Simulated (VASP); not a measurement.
A run of VASP 6.6.1:

INCAR

```
SYSTEM = Si2Ni
  PREC = Accurate
  ENCUT = 520
  EDIFF = 1E-6
  ISMEAR = -1
  SIGMA = 0.05
  LREAL = .FALSE.
  LASPH = .TRUE.
  NELM = 60
  ALGO = Normal
  ISIF = 2
  LWAVE = .FALSE.
  LCHARG = .FALSE.
  GGA = PS
  NBANDS = 16
```

File KPOINTS:

```
regular mesh
0
G
  11 11 11
  0 0 0
```

File POSCAR:

```
Si2Ni
1.0
    0.0000000000      2.4152895702      2.4152895702
    2.4152895702      0.0000000000      2.4152895702
    2.4152895702      2.4152895702      0.0000000000
Ni Si
1 2
Direct
    0.0000000000      0.0000000000      0.0000000000
    0.2500000000      0.2500000000      0.2500000000
    0.7500000000      0.7500000000      0.7500000000
```

Potentials or basis: VASP PAW PBE potentials, release 64 (Ni, Si).

Command:

```sh
$ cat potpaw_PBE.64/Ni/POTCAR potpaw_PBE.64/Si/POTCAR > POTCAR
$ mpirun -np 1 vasp_std > vasp.out
```

Hardware: 1 thread of Intel Xeon 8259CL (shared host).

Estimate the wall time of this run.

Wall time 37 s on 1 thread of Intel Xeon 8259CL (shared host), peak memory 0.17 GiB. Counts: scf iterations 14, k points 56.
